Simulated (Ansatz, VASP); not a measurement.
## One calculation of B7C, two programs

```xyz
8
Lattice="0.0000 2.8687 2.8687 2.8687 0.0000 2.8687 2.8687 2.8687 0.0000" Properties=species:S:1:pos:R:3 pbc="T T T"
B     0.0000    1.4343    1.4343
B     2.8687    1.4343    1.4343
B     1.4343    0.0000    1.4343
B     1.4343    2.8687    1.4343
B     1.4343    1.4343    0.0000
B     1.4343    1.4343    2.8687
B     2.8687    2.8687    2.8687
C     0.0000    0.0000    0.0000
```

Change from the starting cell: species swapped into the CePd7 type (Fm-3m, No. 225).

Alike in both runs: functional PBE; k mesh 6 × 6 × 6; occupations gaussian, width 0.1 eV; no spin polarisation.

Ansatz relaxed the structure, and its values are those at the end. VASP's run is a single point on that final structure, the one shown.

|  | VASP | Ansatz |
| --- | --- | --- |
| version | VASP 6.6.1 | Ansatz 0.2.0 |
| potentials or method | VASP PAW PBE potentials, release 64 (B, C), cutoff 520 eV | scalar-relativistic, plane waves, PAW |
| valence electrons in the cell | 25 | 25 |

```tsv
	VASP	Ansatz	Ansatz less VASP
gap on the k mesh at the Fermi level (eV)	none	none	-
pressure (GPa)	0.0	0.0	-0.04
```

A gap of «none» marks a metal or a gap that the smearing closes. With one functional, cell and mesh, what is left measures potentials, basis and numerics.
